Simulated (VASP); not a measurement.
# SiGe (P6_3mc) in VASP: a series of runs

SiGe is run at these levels: PBEsol; tasks: single point, relaxation of shape and atoms at fixed volume.

All numbers are computed with VASP 6.6.1; they aren't measurements. Logs are shortened: lines on timing, memory, paths and dates and some standing lists are left out, and cuts for length are marked.

### Step 1. The cell of the first run

The structure is hexagonal, space group P6_3mc (No. 186). The conventional cell has a = 3.940 Å, b = 3.940 Å, c = 6.508 Å, α = 90.00°, β = 90.00°, γ = 120.00°. Within 3.2 Å of Si (site symmetry 3m) lie 4 Ge at 2.42 to 2.44 Å. Within 3.2 Å of Ge (site symmetry 3m) lie 4 Si at 2.42 to 2.44 Å.

### Step 2. Single point, PBEsol (equal strain along all axes, cell held: +1.0 %, then relaxed in part)

The input, INCAR:

```
SYSTEM = SiGe
PREC     = Accurate       ! precision mode
ENCUT    = 520            ! plane-wave cutoff, eV
EDIFF    = 1E-6           ! SCF threshold, eV
ISMEAR   = 0              ! smearing method
SIGMA    = 0.02           ! smearing width, eV
LREAL    = .False.        ! projectors in reciprocal space
LASPH    = .True.         ! aspherical terms in the spheres
NELM     = 80             ! most SCF steps
ALGO     = Normal         ! electronic algorithm
ISIF     = 2              ! what is computed and relaxed
LWAVE    = .False.        ! write WAVECAR
LCHARG   = .False.        ! write CHGCAR
GGA      = PS             ! functional
NBANDS   = 26             ! bands
```

The input, KPOINTS:

```
regular mesh
0
Gamma
  12 12 6
  0 0 0
```

The input, POSCAR:

```
SiGe
1.0
    3.9396028761      0.0000000000      0.0000000000
   -1.9698014381      3.4117961715      0.0000000000
    0.0000000000      0.0000000000      6.5078267028
Si Ge
2 2
Direct
    0.6666666667      0.3333333333      0.8746089860
    0.3333333333      0.6666666667      0.3746089860
    0.6666666667      0.3333333333      0.5003900140
    0.3333333333      0.6666666667      0.0003900140
```

Potentials or basis: VASP PAW PBE potentials, release 64 (Si, Ge_d).

Launch:

```console
cat potpaw_PBE.64/Si/POTCAR potpaw_PBE.64/Ge_d/POTCAR > POTCAR
mpirun -np 1 vasp_std > vasp.out
```

OUTCAR:

```text
SYSTEM = SiGe
   PREC = Accurate
   ENCUT = 520
   EDIFF = 1E-6
   ISMEAR = 0
   LREAL = .False.
   LASPH = .True.
   NELM = 80
   ISIF = 2
   GGA = PS

 ion  position               nearest neighbor table
   1  0.667  0.333  0.875-   4 2.42   4 2.42   4 2.42   3 2.44
   2  0.333  0.667  0.375-   3 2.42   3 2.42   3 2.42   4 2.44
   3  0.667  0.333  0.500-   2 2.42   2 2.42   2 2.42   1 2.44
   4  0.333  0.667  0.000-   1 2.42   1 2.42   1 2.42   2 2.44

  LATTYP: Found a hexagonal cell.
 ALAT       =     3.9396028761
 C/A-ratio  =     1.6518991653

  Lattice vectors:

 A1 = (   3.9396028761,   0.0000000000,   0.0000000000)
 A2 = (  -1.9698014381,   3.4117961715,   0.0000000000)
 A3 = (   0.0000000000,   0.0000000000,   6.5078267028)

Analysis of symmetry for initial positions (statically):
=====================================================================
 Subroutine PRICEL returns:
 Original cell was already a primitive cell.

 Routine SETGRP: Setting up the symmetry group for a
 hexagonal supercell.

 Subroutine GETGRP returns: Found 12 space group operations
 (whereof  6 operations were pure point group operations)
 out of a pool of 24 trial point group operations.

The static configuration has the point symmetry C_3v.
 The point group associated with its full space group is C_6v.

Analysis of symmetry for dynamics (positions and initial velocities):
=====================================================================
 Subroutine PRICEL returns:
 Original cell was already a primitive cell.

 Routine SETGRP: Setting up the symmetry group for a
 hexagonal supercell.

 Subroutine GETGRP returns: Found 12 space group operations
 (whereof  6 operations were pure point group operations)
 out of a pool of 24 trial point group operations.

The dynamic configuration has the point symmetry C_3v.
 The point group associated with its full space group is C_6v.

 Subroutine INISYM returns: Found 12 space group operations
 (whereof  6 operations are pure point group operations),
 and found     1 'primitive' translations

----------------------------------------------------------------------------------------

                                     Primitive cell

  volume of cell :      87.4725

  direct lattice vectors                    reciprocal lattice vectors
     3.939602876  0.000000000  0.000000000     0.253832691  0.146550373  0.000000000
    -1.969801438  3.411796171  0.000000000     0.000000000  0.293100745  0.000000000
     0.000000000  0.000000000  6.507826703     0.000000000  0.000000000  0.153661129

  length of vectors
     3.939602876  3.939602876  6.507826703     0.293100745  0.293100745  0.153661129

  position of ions in fractional coordinates (direct lattice)
     0.666666667  0.333333333  0.874608986
     0.333333333  0.666666667  0.374608986
     0.666666667  0.333333333  0.500390014
     0.333333333  0.666666667  0.000390014

  ion indices of the primitive-cell ions
   primitive index   ion index
                 1           1
                 2           2
                 3           3
                 4           4

----------------------------------------------------------------------------------------

 KPOINTS: regular mesh

Automatic generation of k-mesh.
 Grid dimensions read from file:
 generate k-points for:   12   12    6

 Generating k-lattice:

  Cartesian coordinates                     Fractional coordinates (reciprocal lattice)
     0.021152724  0.012212531  0.000000000     0.083333333  0.000000000  0.000000000
     0.000000000  0.024425062  0.000000000     0.000000000  0.083333333  0.000000000
     0.000000000  0.000000000  0.025610188     0.000000000  0.000000000  0.166666667

  Length of vectors
     0.024425062  0.024425062  0.025610188

  Shift w.r.t. Gamma in fractional coordinates (k-lattice)
     0.000000000  0.000000000  0.000000000

 Subroutine IBZKPT returns following result:
 ===========================================

 Found     76 irreducible k-points:

 Following reciprocal coordinates:
            Coordinates               Weight
  0.000000  0.000000  0.000000      1.000000
  0.083333 -0.000000  0.000000      6.000000
  0.166667  0.000000  0.000000      6.000000
  0.250000  0.000000  0.000000      6.000000
  0.333333 -0.000000  0.000000      6.000000
  0.416667 -0.000000  0.000000      6.000000
[... 16 lines left out ...]
  0.250000  0.000000  0.166667     12.000000
  0.333333 -0.000000  0.166667     12.000000
 [... further k-points ...]
   k-points           NKPTS =     76   k-points in BZ     NKDIM =     76   number of bands    NBANDS=     26
   number of dos      NEDOS =    301   number of ions     NIONS =      4
   total plane-waves  NPLWV =  43200
   dimension x,y,z NGX =    30 NGY =   30 NGZ =   48
   dimension x,y,z NGXF=    60 NGYF=   60 NGZF=   96
   ions per type =               2   2
   NGX,Y,Z   is equivalent  to a cutoff of  12.66, 12.66, 12.26 a.u.
   NGXF,Y,Z  is equivalent  to a cutoff of  25.32, 25.32, 24.52 a.u.
 SYSTEM =  SiGe
   PREC   = accura    normal or accurate (medium, high low for compatibility)
   ISTART =      0    job   : 0-new  1-cont  2-samecut
   ICHARG =      2    charge: 1-file 2-atom 10-const
   ISPIN  =      1    spin polarized calculation?
   LNONCOLLINEAR =      F non collinear calculations
   LSORBIT =      F    spin-orbit coupling
   LASPH  =      T    aspherical Exc in radial PAW
   ENCUT  =  520.0 eV  38.22 Ry    6.18 a.u.   7.33  7.33 12.10*2*pi/ulx,y,z
   NELM   =     80;   NELMIN=  2; NELMDL= -5     # of ELM steps
   EDIFF  = 0.1E-05   stopping-criterion for ELM
   LREAL  =      F    real-space projection
   EDIFFG = 0.1E-04   stopping-criterion for IOM
   NSW    =      0    number of steps for IOM
   IBRION =     -1    ionic relax: 0-MD 1-quasi-New 2-CG
   NFREE  =      0    steps in history (QN), initial steepest desc. (CG)
   ISIF   =      2    stress and relaxation
   ISYM   =      2    0-nonsym 1-usesym 2-fastsym
   POTIM  = 0.5000    time-step for ionic-motion
   TEBEG  =    0.0;   TEEND  =   0.0 temperature during run
   PSTRESS=    0.0 pullay stress
   NELECT =      36.0000    total number of electrons
   NUPDOWN=      -1.0000    fix difference up-down
   EMIN   =  10.00;   EMAX   =-10.00  energy-range for DOS
   EFERMI =   0.00;   METHOD = LEGACY
   ISMEAR =     0;   SIGMA  =   0.02  broadening in eV -4-tet -1-fermi 0-gaus
   EFERMI_NEDOS =   21; number of points for ismear=-14 and -15
   IALGO  =     38    algorithm
   IMIX   =      4    mixing-type and parameters
     AMIX     =   0.40;   BMIX     =  1.00
     AMIX_MAG =   1.60;   BMIX_MAG =  1.00
  volume/ion in A,a.u.               =      21.87       147.57
  Fermi-wavevector in a.u.,A,eV,Ry     =   1.217732  2.301180 20.175698  1.482872
  Thomas-Fermi vector in A             =   2.353043
   LORBIT       =      0    0 simple, 1 ext, 2 COOP (PROOUT), +10 PAW based schemes
   GGA     = PS    functional components
   LHFCALC =     F    Hartree Fock is set to
   AEXX    =    0.0000 exact exchange contribution
   IVDW    =     0    specifies the selected vdW correction
   LEPSILON=     F    determine dielectric tensor
   LRPA    =     F    only Hartree local field effects (RPA)
 non-spin polarized calculation
 Gauss-broadening in eV      SIGMA  =   0.02
  energy-cutoff  :      520.00
  volume of cell :       87.47
 maximum number of plane-waves:      2394
 NGX is ok and might be reduce to    30
   NGX = 15   NGY = 15   NGZ = 25

 number of electron      35.9999987 magnetization

 Free energy of the ion-electron system (eV)
  ---------------------------------------------------
  ext. energy  EPLUGINS =         0.00000000
  ---------------------------------------------------
  free energy    TOTEN  =       -21.24264869 eV

  energy without entropy =      -21.24264869  energy(sigma->0) =      -21.24264869

 E-fermi :   5.3819     XC(G=0):  -9.7517

 val. band max:        5.2515281545   @ k =   0.0000   0.0000   0.0000
 cond. band min:       5.5798374117   @ k =   0.0000   0.0000   0.0000
 fundamental gap:      0.3283092572
 Fermi energy:         5.3819478014

 k-point     1 :       0.0000    0.0000    0.0000
  band No.  band energies     occupation
      1     -19.2431      2.00000
      2     -19.2431      2.00000
      3     -19.2400      2.00000
      4     -19.2400      2.00000
      5     -19.2375      2.00000
      6     -19.2375      2.00000
[... 18 lines left out ...]
     25       9.4889      0.00000
     26      11.6311      0.00000

 k-point     2 :       0.0833   -0.0000    0.0000
  band No.  band energies     occupation
      1     -19.2431      2.00000
      2     -19.2428      2.00000
      3     -19.2402      2.00000
      4     -19.2397      2.00000
      5     -19.2373      2.00000
      6     -19.2370      2.00000
[... 18 lines left out ...]
     25       9.7930      0.00000
     26      11.1807      0.00000

 k-point     3 :       0.1667    0.0000    0.0000
  band No.  band energies     occupation
      1     -19.2435      2.00000
      2     -19.2419      2.00000
      3     -19.2404      2.00000
      4     -19.2388      2.00000
      5     -19.2366      2.00000
      6     -19.2359      2.00000
[... 18 lines left out ...]
     25      10.3901      0.00000
     26      10.5875      0.00000

 k-point     4 :       0.2500    0.0000    0.0000
  band No.  band energies     occupation
      1     -19.2444      2.00000
      2     -19.2412      2.00000
      3     -19.2403      2.00000
      4     -19.2378      2.00000
      5     -19.2355      2.00000
      6     -19.2345      2.00000
[... 18 lines left out ...]
     25      11.6094      0.00000
     26      11.7036      0.00000

 k-point     5 :       0.3333   -0.0000    0.0000
  band No.  band energies     occupation
      1     -19.2454      2.00000
      2     -19.2416      2.00000
      3     -19.2393      2.00000
      4     -19.2368      2.00000
      5     -19.2342      2.00000
      6     -19.2331      2.00000
[... 18 lines left out ...]
     25      11.7664      0.00000
     26      12.4648      0.00000

 k-point     6 :       0.4167   -0.0000    0.0000
  band No.  band energies     occupation
      1     -19.2461      2.00000
      2     -19.2421      2.00000
      3     -19.2384      2.00000
      4     -19.2363      2.00000
      5     -19.2332      2.00000
      6     -19.2322      2.00000
[... 427 lines left out ...]
 k-point    21 :       0.0833   -0.0000    0.1667
  band No.  band energies     occupation
      1     -19.2431      2.00000
      2     -19.2428      2.00000
      3     -19.2399      2.00000
      4     -19.2395      2.00000
      5     -19.2375      2.00000
      6     -19.2372      2.00000
[... 18 lines left out ...]
     25       9.5955      0.00000
     26      11.4949      0.00000

 k-point    22 :       0.1667    0.0000    0.1667
  band No.  band energies     occupation
      1     -19.2435      2.00000
      2     -19.2423      2.00000
      3     -19.2399      2.00000
      4     -19.2386      2.00000
      5     -19.2368      2.00000
      6     -19.2361      2.00000
[... 18 lines left out ...]
     25      10.3784      0.00000
     26      10.8464      0.00000

 k-point    23 :       0.2500    0.0000    0.1667
  band No.  band energies     occupation
      1     -19.2443      2.00000
      2     -19.2421      2.00000
      3     -19.2394      2.00000
      4     -19.2375      2.00000
      5     -19.2357      2.00000
      6     -19.2347      2.00000
[... 18 lines left out ...]
     25      11.3261      0.00000
     26      11.4300      0.00000

 k-point    24 :       0.3333   -0.0000    0.1667
  band No.  band energies     occupation
      1     -19.2453      2.00000
      2     -19.2424      2.00000
      3     -19.2385      2.00000
      4     -19.2366      2.00000
      5     -19.2344      2.00000
      6     -19.2333      2.00000
[... 18 lines left out ...]
     25      12.1278      0.00000
     26      12.5448      0.00000

 [... further k-points ...]
[... 5 lines left out ...]
  --------------------------------------------------------------------------------------
  -------------------------------------------------------------------------------------
  Total       -1.2337255     -1.2337255     -1.2584465      0.0000000      0.0000000      0.0000000
  in kB      -22.5973550    -22.5973550    -23.0501543      0.0000000      0.0000000      0.0000000
  external PRESSURE =     -22.7482881 kB  Pullay stress =       0.0000000 kB

 VOLUME and BASIS-vectors are now :
 -----------------------------------------------------------------------------
  energy-cutoff  :      520.00
  volume of cell :       87.47
      direct lattice vectors                 reciprocal lattice vectors
     3.939602876  0.000000000  0.000000000     0.253832691  0.146550373  0.000000000
    -1.969801438  3.411796171  0.000000000     0.000000000  0.293100745  0.000000000
     0.000000000  0.000000000  6.507826703     0.000000000  0.000000000  0.153661129

 POSITION                                       TOTAL-FORCE (eV/Angst)
 -----------------------------------------------------------------------------------
      1.96980      1.13727      5.69180        -0.000000      0.000000      0.001511
     -0.00000      2.27453      2.43789         0.000000      0.000000      0.001511
      1.96980      1.13727      3.25645        -0.000000      0.000000     -0.001511
     -0.00000      2.27453      0.00254         0.000000     -0.000000     -0.001511
 -----------------------------------------------------------------------------------
    total drift:                                0.000000      0.000001      0.000428

  FREE ENERGIE OF THE ION-ELECTRON SYSTEM (eV)
  ---------------------------------------------------
  free  energy   TOTEN  =       -21.2426486931 eV

  energy  without entropy=      -21.2426486931  energy(sigma->0) =      -21.24264869
```

It took 62 s on 1 thread of Intel Xeon 6975P-C (Granite Rapids), shared host; peak memory 0.28 GiB.

What came out:

- Free energy: -21.2426 eV
- Pressure: -2.3 GPa
- Band gap on the k mesh: 0.33 eV, direct

Caveat: the cell differs from its parent crystal (equal strain along all axes, cell held: +1.0 %, then relaxed in part); the PAW data sets were made with another functional, which shifts forces and pressure a little.

### Step 3. Single point, PBEsol

The input, INCAR:

```
ALGO = Normal ; EDIFF = 1E-6
ENCUT = 520 ; GGA = PS
ISIF = 2 ; ISMEAR = 0
LASPH = True ; LCHARG = False
LREAL = False ; LWAVE = False
NBANDS = 26 ; NELM = 100
PREC = Accurate ; SIGMA = 0.02
```

The input, KPOINTS:

```
k-points
0
Gamma
  12 12 6
```

POSCAR is that of step 2.

Potentials or basis: VASP PAW PBE potentials, release 64 (Si, Ge_d).

Launch:

```console
cat potpaw_PBE.64/Si/POTCAR potpaw_PBE.64/Ge_d/POTCAR > POTCAR
mpirun -np 1 vasp_std > vasp.out
```

It took 60 s on 1 thread of Intel Xeon 6975P-C (Granite Rapids), shared host; peak memory 0.29 GiB.

Results (log left out):

* Free energy: -21.2426 eV
* Pressure: -2.3 GPa
* Band gap on the k mesh: 0.33 eV, direct

Levels at points of the mesh, in eV from the valence-band top:
| k point | band 16 | band 17 | band 18 | band 19 | band 20 | band 21 |
| --- | --- | --- | --- | --- | --- | --- |
| (0.00, 0.00, 0.00) | -0.30 | 0.00 | 0.00 | 0.33 | 1.22 | 2.04 |
| (0.50, 0.00, 0.00) | -3.08 | -2.92 | -1.48 | 0.40 | 1.89 | 3.21 |
| (0.00, 0.00, 0.50) | -0.94 | -0.94 | -0.94 | 1.11 | 1.11 | 3.07 |
| (0.50, 0.00, 0.50) | -2.53 | -2.44 | -2.44 | 0.61 | 0.61 | 1.82 |

Caveat: the PAW data sets were made with another functional, which shifts forces and pressure a little. A k mesh can miss the band edges.

### Step 4. Single point, PBEsol (equal strain along all axes, cell held: +2.0 %, then relaxed in part)

The input, INCAR:

```
ALGO = Normal
EDIFF = 1E-6
ENCUT = 520
GGA = PS
ISIF = 2
ISMEAR = 0
LASPH = True
LCHARG = True
LELF = True
LREAL = False
LVHAR = True
LWAVE = False
NBANDS = 26
NELM = 80
PREC = Accurate
SIGMA = 0.02
```

KPOINTS is that of step 3.

The input, POSCAR:

```
SiGe
1.0
    3.9786088452      0.0000000000      0.0000000000
   -1.9893044226      3.4455763317      0.0000000000
    0.0000000000      0.0000000000      6.5722606305
Si Ge
2 2
Direct
    0.6666666667      0.3333333333      0.8746872041
    0.3333333333      0.6666666667      0.3746872041
    0.6666666667      0.3333333333      0.5003117959
    0.3333333333      0.6666666667      0.0003117959
```

Potentials or basis: VASP PAW PBE potentials, release 64 (Si, Ge_d).

Launch:

```console
cat potpaw_PBE.64/Si/POTCAR potpaw_PBE.64/Ge_d/POTCAR > POTCAR
mpirun -np 1 vasp_std > vasp.out
```

OUTCAR:

```text
EDIFF = 1E-6
   ENCUT = 520
   GGA = PS
   ISIF = 2
   ISMEAR = 0
   LASPH = True
   LREAL = False
   NELM = 80
   PREC = Accurate

 ion  position               nearest neighbor table
   1  0.667  0.333  0.875-   4 2.44   4 2.44   4 2.44   3 2.46
   2  0.333  0.667  0.375-   3 2.44   3 2.44   3 2.44   4 2.46
   3  0.667  0.333  0.500-   2 2.44   2 2.44   2 2.44   1 2.46
   4  0.333  0.667  0.000-   1 2.44   1 2.44   1 2.44   2 2.46

  LATTYP: Found a hexagonal cell.
[... 890 lines left out ...]
     25      11.7083      0.00000
     26      12.1255      0.00000

 [... further k-points ...]
[... 5 lines left out ...]
  --------------------------------------------------------------------------------------
  -------------------------------------------------------------------------------------
  Total       -2.3544538     -2.3544538     -2.4092208      0.0000000      0.0000000     -0.0000000
  in kB      -41.8690266    -41.8690266    -42.8429418      0.0000000      0.0000000     -0.0000000
  external PRESSURE =     -42.1936650 kB  Pullay stress =       0.0000000 kB

 VOLUME and BASIS-vectors are now :
 -----------------------------------------------------------------------------
  energy-cutoff  :      520.00
  volume of cell :       90.10
      direct lattice vectors                 reciprocal lattice vectors
     3.978608845  0.000000000  0.000000000     0.251344135  0.145113604  0.000000000
    -1.989304423  3.445576332  0.000000000     0.000000000  0.290227208  0.000000000
     0.000000000  0.000000000  6.572260630     0.000000000  0.000000000  0.152154648

 POSITION                                       TOTAL-FORCE (eV/Angst)
 -----------------------------------------------------------------------------------
      1.98930      1.14853      5.74867        -0.000000      0.000000      0.001130
     -0.00000      2.29705      2.46254        -0.000000      0.000000      0.001130
      1.98930      1.14853      3.28818        -0.000000      0.000000     -0.001130
     -0.00000      2.29705      0.00205         0.000000      0.000000     -0.001130
 -----------------------------------------------------------------------------------
    total drift:                               -0.000000     -0.000000      0.000188

  FREE ENERGIE OF THE ION-ELECTRON SYSTEM (eV)
  ---------------------------------------------------
  free  energy   TOTEN  =       -21.1892795168 eV

  energy  without entropy=      -21.1892795168  energy(sigma->0) =      -21.18927952
```

Wall time 61 s (1 thread of Intel Xeon 6975P-C (Granite Rapids), shared host); peak memory 0.29 GiB.

Results:

* Free energy: -21.1893 eV
* Pressure: -4.2 GPa
* Band gap on the k mesh: 0.25 eV, direct

Stress tensor (GPa, compression positive):
```
-4.19  0.00  0.00
 0.00 -4.19  0.00
 0.00  0.00 -4.28
```

Levels at points of the mesh, in eV from the valence-band top:
```tsv
k point	band 15	band 16	band 17	band 18	band 19	band 20	band 21	band 22
(0.00, 0.00, 0.00)	-1.48	-0.27	0.00	0.00	0.25	0.95	2.06	2.06
(0.50, 0.00, 0.00)	-4.48	-2.98	-2.81	-1.44	0.44	1.82	3.23	3.33
(0.00, 0.00, 0.50)	-0.90	-0.90	-0.90	-0.90	1.02	1.02	3.07	3.07
(0.50, 0.00, 0.50)	-2.46	-2.46	-2.36	-2.36	0.60	0.60	1.86	1.86
```

Caveat: the cell differs from its parent crystal (equal strain along all axes, cell held: +2.0 %, then relaxed in part); the PAW data sets were made with another functional, which shifts forces and pressure a little. A k mesh can miss the band edges.

[end of part 1 of 2]
